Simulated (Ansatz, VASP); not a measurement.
## One calculation of Re, two programs

```
Re
1.0
     2.77312    0.00000    0.00000
    -1.38656    2.40159    0.00000
     0.00000    0.00000    4.48017
Re
2
Cartesian
  0.0000 1.6011 0.9802
  1.3866 0.8005 3.5000
```

Change from the starting cell: mode 4 frozen in at -0.139 Å, equal normal strain along x, y and z +0.0083.

Alike in both runs: task single point; functional PBEsol; k mesh 18 × 18 × 10; occupations gaussian, width 0.15 eV; no spin polarisation.

|  | VASP | Ansatz |
| --- | --- | --- |
| version | VASP 6.6.1 | Ansatz 0.2.0 |
| potentials or method | VASP PAW PBE potentials, release 64 (Re_sv_GW), cutoff 560 eV | scalar-relativistic, plane waves, PAW |
| valence electrons in the cell | 30 | 30 |

```csv
,VASP,Ansatz,Ansatz less VASP
gap on the k mesh at the Fermi level (eV),none,none,-
pressure (GPa),1.8,3.7,+1.82
"traceless stress, the component that is largest in VASP (GPa)",7.35,7.32,-0.028
rms of the force components (eV/Å),1.790,1.800,+0.0095
```

VASP's potentials were made for PBE, not for PBEsol. Atom by atom the forces differ by 0.010 eV/Å (rms over components). A gap of «none» marks a metal or a gap that the smearing closes.

Neither program's run includes spin-orbit coupling.
